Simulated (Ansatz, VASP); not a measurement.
## As: VASP beside Ansatz

File INCAR:

```
PREC = Accurate ; ENCUT = 520
EDIFF = 1E-7 ; ISMEAR = 0
SIGMA = 0.02 ; LREAL = False
LASPH = True ; NELM = 60
ALGO = Normal ; ISIF = 2
LWAVE = False ; LCHARG = True
LDIPOL = True ; IDIPOL = 3
DIPOL = 0.5 0.5 0.500 ; GGA = PE
IVDW = 12 ; LELF = True
LVHAR = True ; LVACPOTAV = True
NBANDS = 12
```

File KPOINTS:

```
regular mesh
0
Gamma
  9 9 1
```

The input POSCAR:

```
As
1.0
    3.6350000000      0.0000000000      0.0000000000
   -1.8175000000      3.1480023428      0.0000000000
    0.0000000000      0.0000000000     28.5742413766
As
2
Direct
    0.3333333333      0.6666666667      0.4738050788
    0.6666666667      0.3333333333      0.5261949212
```

Input for Ansatz:

```yaml
crystal:
  lattice:
    - [3.635, 0.0, 0.0]
    - [-1.8175, 3.1480023428, 0.0]
    - [0.0, 0.0, 28.5742413766]
  atoms:
    - { symbol: As, position: [0.3333333333, 0.6666666667, 0.4738050788] }
    - { symbol: As, position: [0.6666666667, 0.3333333333, 0.5261949212] }
  periodic: [true, true, false]
basis:
  ecutwfc: 420
kpoints:
  mp_grid: { grid: [9, 9, 1] }
hamiltonian:
  xc: pbe
  dispersion: d3bj
scf:
  occupations: { method: gaussian, width: 0.02 }
output:
  forces: true
  stress: true
  eigenvalues: true
```

Alike in both runs: task single point; functional PBE; dispersion D3(BJ); k mesh 9 × 9 × 1; occupations gaussian, width 0.02 eV; no spin polarisation.

```csv
,VASP,Ansatz
version,VASP 6.6.1,Ansatz 0.2.0
potentials or method,"VASP PAW PBE potentials, release 64 (As), cutoff 520 eV","scalar-relativistic, plane waves, PAW"
valence electrons in the cell,10,30
```

```csv
,VASP,Ansatz,Ansatz less VASP
gap on the k mesh at the Fermi level (eV),1.24,1.24,-0.003
least direct gap on the mesh (eV),1.72,1.73,+0.010
rms of the force components (eV/Å),0.747,0.779,+0.0325
```

Atom by atom the forces differ by 0.032 eV/Å (rms over components). VASP's potentials hold 10 valence electrons a cell and Ansatz's 30, so a difference there can come from the potentials and not from the codes.
